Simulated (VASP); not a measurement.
Ga4Bi3P:

```xyz
8
Lattice="5.9462 0.0000 0.0000 0.0000 5.9462 0.0000 0.0000 0.0000 5.9462" Properties=species:S:1:pos:R:3 pbc="T T T"
P     0.0000    0.0000    0.0000
Ga    4.4596    4.4596    4.4596
Ga    1.4865    1.4865    4.4596
Ga    1.4865    4.4596    1.4865
Ga    4.4596    1.4865    1.4865
Bi    2.9731    2.9731    0.0000
Bi    2.9731    0.0000    2.9731
Bi    0.0000    2.9731    2.9731
```

| Quantity | Value |
| --- | --- |
| Program | VASP 6.6.1 |
| Task | relaxation of cell and atoms |
| Functional | PBE |
| Potentials or basis | VASP PAW PBE potentials, release 64 (P, Ga_d, Bi_d) |
| Cutoff | 600 eV |
| k mesh | 4 × 4 × 4 |
| Occupations | fermi-dirac, width 0.02 eV |
| Spin | no spin polarisation |

At the start: pressure 9.0 GPa; volume 26.28 Å³/atom.

Question: How do energy, volume and symmetry change on relaxing?

Answer: Over 16 steps the energy falls by 181.9 meV/atom and the volume is 29.94 Å³/atom (+13.9 %); space group P-43m (No. 215, to 0.1 Å) before and after.

The path:
| step | energy change (eV) | largest force (eV/Å) | pressure (GPa) | volume (Å³) |
| --- | --- | --- | --- | --- |
| 1 | 0.0000 | 1.9840 | 9.01 | 210.24 |
| 2 | -1.1508 | 0.6475 | -2.40 | 258.50 |
| 3 | -1.2041 | 0.8445 | -1.11 | 248.27 |
| 4 | -1.2035 | 0.8614 | -0.95 | 247.47 |
| 5 | -1.3490 | 0.5988 | -0.48 | 243.76 |
| 6 | -1.4178 | 0.3124 | 1.00 | 234.32 |
| 7 | -1.4513 | 0.0974 | 0.29 | 238.04 |
| 8 | -1.4520 | 0.0506 | 0.34 | 237.59 |
| 9 | -1.4519 | 0.0305 | 0.39 | 237.39 |
| 10 | -1.4544 | 0.0358 | -0.11 | 240.17 |
| 11 | -1.4548 | 0.0193 | -0.07 | 239.45 |
| 12 | -1.4547 | 0.0092 | 0.05 | 239.06 |
| 13 | -1.4547 | 0.0133 | 0.09 | 239.15 |
| 14 | -1.4548 | 0.0166 | 0.08 | 239.30 |
| 15 | -1.4548 | 0.0184 | 0.05 | 239.38 |
| 16 | -1.4549 | 0.0042 | 0.03 | 239.55 |

Final structure:
```
P Ga Bi
1.0
     6.21059    0.00000    0.00000
     0.00000    6.21059    0.00000
     0.00000    0.00000    6.21059
P Ga Bi
1 4 3
Direct
  0.00000 0.00000 0.00000
  0.76893 0.76893 0.76893
  0.23107 0.23107 0.76893
  0.23107 0.76893 0.23107
  0.76893 0.23107 0.23107
  0.50000 0.50000 0.00000
  0.50000 0.00000 0.50000
  0.00000 0.50000 0.50000
```
